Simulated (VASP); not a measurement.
# BaTiO3 (Amm2) in VASP: a series of runs, part 2 of 2

VASP 6.6.1. The steps go on from the part before.

### Step 3. Single point, PBE

This run uses another cell than the first one, of 13.39 Å³/atom.

INCAR reads:

```
SYSTEM = BaTiO3
  PREC = Accurate
  ENCUT = 520
  EDIFF = 1E-6
  ISMEAR = 0
  SIGMA = 0.02
  LREAL = .FALSE.
  LASPH = .TRUE.
  NELM = 100
  ALGO = Normal
  ISIF = 2
  LWAVE = .FALSE.
  LCHARG = .FALSE.
  GGA = PE
  NBANDS = 28
```

KPOINTS reads:

```
regular mesh
0
G
  8 8 8
  0 0 0
```

POSCAR reads:

```
BaTiO3
1.0
    3.9723905716      0.0000000000      0.0000000000
    0.0000000000      2.8905577598      2.9158992941
    0.0000000000     -2.8905577598      2.9158992941
Ba Ti O
1 1 3
Direct
    0.0000000000      0.0115969521      0.0115969521
    0.5000000000      0.5278060064      0.5278060064
    0.0000000000      0.4872863765      0.4872863765
    0.5000000000      0.4931620084      0.9763686566
    0.5000000000      0.9763686566      0.4931620084
```

Potentials or basis: VASP PAW PBE potentials, release 64 (Ba_sv, Ti_sv, O).

Launch:

```bash
$ cat potpaw_PBE.64/Ba_sv/POTCAR potpaw_PBE.64/Ti_sv/POTCAR potpaw_PBE.64/O/POTCAR > POTCAR
$ mpirun -np 1 vasp_std > vasp.out
```

Wall time 90 s (1 thread of AMD EPYC 9R45 (Zen 5), shared host); peak memory 0.29 GiB.

It converged, with:

| Quantity | Value |
| --- | --- |
| Free energy | -40.0526 eV |
| Pressure | 1.6 GPa |
| Largest force | 0.091 eV/Å |
| Band gap on the k mesh | 2.35 eV (least direct gap 2.89 eV) |

Forces on the atoms (eV/Å):
```
Ba   0.000  0.000 -0.046
Ti   0.000  0.000 -0.091
O    0.000  0.000  0.020
O    0.000 -0.035  0.058
O    0.000  0.035  0.058
```

Stress tensor (GPa, compression positive):
```
1.54 0.00 0.00
0.00 1.64 0.00
0.00 0.00 1.57
```

Levels at points of the mesh, in eV from the valence-band top:
| k point | band 16 | band 17 | band 18 | band 19 | band 20 | band 21 | band 22 | band 23 | band 24 | band 25 |
| --- | --- | --- | --- | --- | --- | --- | --- | --- | --- | --- |
| (0.00, 0.00, 0.00) | -1.39 | -1.12 | -0.72 | -0.63 | -0.54 | 2.35 | 2.66 | 2.70 | 4.38 | 4.44 |
| (0.50, 0.00, 0.00) | -2.18 | -1.64 | -1.46 | -1.34 | -1.20 | 2.77 | 3.61 | 3.89 | 4.34 | 5.62 |
| (0.00, 0.50, 0.00) | -1.87 | -1.78 | -1.65 | -1.06 | -0.82 | 2.60 | 3.71 | 3.71 | 4.37 | 5.92 |
| (0.50, 0.50, 0.00) | -2.58 | -1.70 | -0.99 | -0.94 | -0.08 | 3.74 | 3.77 | 4.09 | 4.65 | 7.43 |
| (0.00, 0.50, 0.50) | -2.59 | -1.59 | -0.99 | -0.87 | -0.35 | 3.68 | 3.78 | 3.95 | 5.08 | 7.28 |
| (0.50, 0.50, 0.50) | -2.45 | -2.39 | -0.27 | -0.04 | 0.00 | 4.13 | 4.18 | 4.36 | 6.21 | 6.42 |

Caveat: spin-orbit coupling is left out, which moves the levels of the heavy elements. A k mesh can miss the band edges.

### Step 4. Relaxation of shape and atoms at fixed volume, PBE (13.79 Å³/atom)

INCAR reads:

```
SYSTEM = BaTiO3
PREC = Accurate ; ENCUT = 600
EDIFF = 1E-6 ; ISMEAR = 0
SIGMA = 0.02 ; LREAL = .FALSE.
LASPH = .TRUE. ; NELM = 60
ALGO = Normal ; ISIF = 4
LWAVE = .FALSE. ; LCHARG = .FALSE.
GGA = PE ; IBRION = 2
NSW = 50 ; EDIFFG = -0.01
```

KPOINTS is that of step 3.

POSCAR, as its differences from that of step 3:

```diff
@@ -2,5 +2,5 @@
 1.0
-    3.9723905716      0.0000000000      0.0000000000
-    0.0000000000      2.8905577598      2.9158992941
-    0.0000000000     -2.8905577598      2.9158992941
+    4.0117237294      0.0000000000      0.0000000000
+    0.0000000000      2.9191790050      2.9447714619
+    0.0000000000     -2.9191790050      2.9447714619
 Ba Ti O
```

Launch:

```bash
$ cat potpaw_PBE.64/Ba_sv/POTCAR potpaw_PBE.64/Ti_sv/POTCAR potpaw_PBE.64/O/POTCAR > POTCAR
$ mpirun -np 1 vasp_std > vasp.out
```

It took 7.8 min on 1 thread of Intel Xeon 6975P-C (Granite Rapids), shared host; peak memory 0.35 GiB.

The run converged. Its results:

| Item | Value |
| --- | --- |
| Free energy | -40.0600 eV |
| Energy gained by relaxing | 1.4 meV/atom |
| Ionic steps | 10 |
| Pressure after relaxing | -1.6 GPa |
| Largest force after relaxing | 0.008 eV/Å |
| Band gap on the k mesh | 2.44 eV (least direct gap 3.05 eV) |

Forces in eV/Å, atoms in the order of the input:
```
Ba   0.000  0.000 -0.003
Ti   0.000  0.000  0.008
O    0.000  0.000 -0.001
O    0.000  0.003 -0.002
O    0.000 -0.003 -0.002
```

Step by step:
```
step  energy change (eV)  largest force (eV/Å)  pressure (GPa)  volume (Å³)
   1              0.0000                0.2519           -3.00        68.97
   2             -0.0049                0.0219           -2.10        68.97
   3             -0.0049                0.0244           -2.03        68.97
   4             -0.0061                0.0327           -1.85        68.97
   5             -0.0065                0.0559           -1.68        68.97
   6             -0.0067                0.0357           -1.67        68.97
   7             -0.0069                0.0263           -1.65        68.97
   8             -0.0069                0.0134           -1.56        68.97
   9             -0.0069                0.0132           -1.56        68.97
  10             -0.0069                0.0079           -1.58        68.97
```

Final structure:
```
Ba Ti O
1.0
     3.97909    0.00000    0.00000
     0.00000    2.92732    2.96067
     0.00000   -2.92732    2.96067
Ba Ti O
1 1 3
Direct
  0.00000 0.01315 0.01315
  0.50000 0.53101 0.53101
  0.00000 0.48578 0.48578
  0.50000 0.49403 0.97225
  0.50000 0.97225 0.49403
```

Levels at points of the mesh, in eV from the valence-band top:
```
           k point  band 17  band 18  band 19  band 20  band 21  band 22  band 23  band 24
(0.00, 0.00, 0.00)    -1.11    -0.83    -0.70    -0.61     2.44     2.80     2.81     4.36
(0.50, 0.00, 0.00)    -1.59    -1.41    -1.40    -1.29     2.84     3.58     3.91     4.29
(0.00, 0.50, 0.00)    -1.71    -1.61    -1.12    -0.84     2.69     3.67     3.69     4.37
(0.50, 0.50, 0.00)    -1.71    -1.01    -0.94    -0.08     3.69     3.74     4.05     4.50
(0.00, 0.50, 0.50)    -1.58    -1.03    -0.88    -0.40     3.64     3.77     3.87     5.04
(0.50, 0.50, 0.50)    -2.39    -0.33    -0.05     0.00     4.03     4.09     4.31     6.02
```

Caveat: spin-orbit coupling is left out, which moves the levels of the heavy elements. A k mesh can miss the band edges.

### Step 5. Single point, PBE

This run uses another cell than the first one, of 13.39 Å³/atom.

INCAR reads:

```
ALGO = Normal
EDIFF = 1E-6
ENCUT = 520
GGA = PE
ISIF = 2
ISMEAR = 0
LASPH = True
LCHARG = True
LELF = True
LREAL = False
LVHAR = True
LWAVE = False
NBANDS = 28
NELM = 80
PREC = Accurate
SIGMA = 0.02
```

KPOINTS reads:

```
k-points
0
Gamma
  8 8 8
```

POSCAR, as its differences from that of step 4:

```diff
@@ -2,5 +2,5 @@
 1.0
-    4.0117237294      0.0000000000      0.0000000000
-    0.0000000000      2.9191790050      2.9447714619
-    0.0000000000     -2.9191790050      2.9447714619
+    3.9723905716      0.0000000000      0.0000000000
+    0.0000000000      2.8905577598      2.9158992941
+    0.0000000000     -2.8905577598      2.9158992941
 Ba Ti O
```

Launch:

```bash
$ cat potpaw_PBE.64/Ba_sv/POTCAR potpaw_PBE.64/Ti_sv/POTCAR potpaw_PBE.64/O/POTCAR > POTCAR
$ mpirun -np 1 vasp_std > vasp.out
```

Wall time 3.1 min (1 thread of Intel Xeon 8259CL, shared host); peak memory 0.32 GiB.

The run converged. Its results:

| Property | Result |
| --- | --- |
| Free energy | -40.0526 eV |
| Pressure | 1.6 GPa |
| Largest force | 0.091 eV/Å |
| Band gap on the k mesh | 2.35 eV (least direct gap 2.89 eV) |

Forces on the atoms (eV/Å):
```
Ba   0.000  0.000 -0.046
Ti   0.000  0.000 -0.091
O    0.000  0.000  0.020
O    0.000 -0.035  0.058
O    0.000  0.035  0.058
```

Stress tensor (GPa, compression positive):
```
1.54 0.00 0.00
0.00 1.64 0.00
0.00 0.00 1.57
```

Levels at points of the mesh, in eV from the valence-band top:
```csv
k point,band 16,band 17,band 18,band 19,band 20,band 21,band 22,band 23,band 24,band 25
"(0.00, 0.00, 0.00)",-1.39,-1.12,-0.72,-0.63,-0.54,2.35,2.66,2.70,4.38,4.44
"(0.50, 0.00, 0.00)",-2.18,-1.64,-1.46,-1.34,-1.20,2.77,3.61,3.89,4.34,5.62
"(0.00, 0.50, 0.00)",-1.87,-1.78,-1.65,-1.06,-0.82,2.60,3.71,3.71,4.37,5.92
"(0.50, 0.50, 0.00)",-2.58,-1.70,-0.99,-0.94,-0.08,3.74,3.77,4.09,4.65,7.43
"(0.00, 0.50, 0.50)",-2.59,-1.59,-0.99,-0.87,-0.35,3.68,3.78,3.95,5.08,7.28
"(0.50, 0.50, 0.50)",-2.45,-2.39,-0.27,-0.04,0.00,4.13,4.18,4.36,6.21,6.42
```

Caveat: spin-orbit coupling is left out, which moves the levels of the heavy elements.

### Step 6. Single point, PBE (13.79 Å³/atom)

INCAR reads:

```
ALGO = Normal ; EDIFF = 1E-6
ENCUT = 520 ; GGA = PE
ISIF = 2 ; ISMEAR = 0
LASPH = True ; LCHARG = True
LELF = True ; LREAL = False
LVHAR = True ; LWAVE = False
NBANDS = 28 ; NELM = 60
PREC = Accurate ; SIGMA = 0.02
```

KPOINTS is that of step 5.

POSCAR reads:

```
BaTiO3
1.0
    3.9692695319      0.0000000000      0.0000000000
    0.0000000000      2.9289594401      2.9663295060
    0.0000000000     -2.9289594401      2.9663295060
Ba Ti O
1 1 3
Direct
    0.0000000000      0.0153930753      0.0153930753
    0.5000000000      0.5322069318      0.5322069318
    0.0000000000      0.4842630293      0.4842630293
    0.5000000000      0.4934555057      0.9709014579
    0.5000000000      0.9709014579      0.4934555057
```

Potentials or basis: VASP PAW PBE potentials, release 64 (Ba_sv, Ti_sv, O).

Launch:

```bash
$ cat potpaw_PBE.64/Ba_sv/POTCAR potpaw_PBE.64/Ti_sv/POTCAR potpaw_PBE.64/O/POTCAR > POTCAR
$ mpirun -np 1 vasp_std > vasp.out
```

Wall time 3.3 min (1 thread of Intel Xeon 8259CL, shared host); peak memory 0.33 GiB.

It converged, with:

```
Free energy            : -40.0517 eV
Pressure               : -0.8 GPa
Largest force          : 0.102 eV/Å
Band gap on the k mesh : 2.50 eV (least direct gap 3.13 eV)
```

Forces in eV/Å, atoms in the order of the input:
```
Ba   0.000  0.000 -0.053
Ti   0.000  0.000 -0.102
O    0.000  0.000  0.025
O    0.000 -0.041  0.065
O    0.000  0.041  0.065
```

Stress tensor (GPa, compression positive):
```
-0.93  0.00  0.00
 0.00 -0.78  0.00
 0.00  0.00 -0.83
```

Levels at points of the mesh, in eV from the valence-band top:
```csv
k point,band 18,band 19,band 20,band 21,band 22,band 23
"(0.00, 0.00, 0.00)",-0.88,-0.73,-0.63,2.50,2.89,2.92
"(0.50, 0.00, 0.00)",-1.45,-1.37,-1.33,2.92,3.59,3.97
"(0.00, 0.50, 0.00)",-1.61,-1.15,-0.85,2.77,3.71,3.74
"(0.50, 0.50, 0.00)",-1.01,-0.94,-0.08,3.73,3.78,4.10
"(0.00, 0.50, 0.50)",-1.04,-0.88,-0.42,3.68,3.83,3.89
"(0.50, 0.50, 0.50)",-0.36,-0.06,0.00,4.05,4.12,4.35
```

Caveat: spin-orbit coupling is left out, which moves the levels of the heavy elements.

### Step 7. Overview

| task | cell | cutoff (eV) | gap on the mesh (eV) | pressure (GPa) | largest force (eV/Å) |
| --- | --- | --- | --- | --- | --- |
| single point | a = 3.969, b = 4.169, c = 4.169 Å, angles 89.3, 90.0, 90.0°, 5 atoms, atomic positions A | 520 | 2.50 | -0.8 | 0.10 |
| single point | a = 3.972, b = 4.106, c = 4.106 Å, angles 89.5, 90.0, 90.0°, 5 atoms, atomic positions B | 520 | 2.35 | 1.6 | 0.09 |
| relaxation of shape and atoms at fixed volume | relaxed from a = 4.012, b = 4.146, c = 4.146 Å, angles 89.5, 90.0, 90.0°, 5 atoms, atomic positions B | 600 | 2.44 | -1.6 | 0.01 |

Alike in all rows: level PBE; potentials or basis VASP PAW PBE potentials, release 64 (Ba_sv, Ti_sv, O); no spin polarisation; k mesh 8 × 8 × 8; smearing gaussian 0.02 eV.

Caveats: spin-orbit coupling is left out, which moves the levels of the heavy elements.

Total energies depend on the potentials used, so only differences within one code and one set of settings carry meaning.
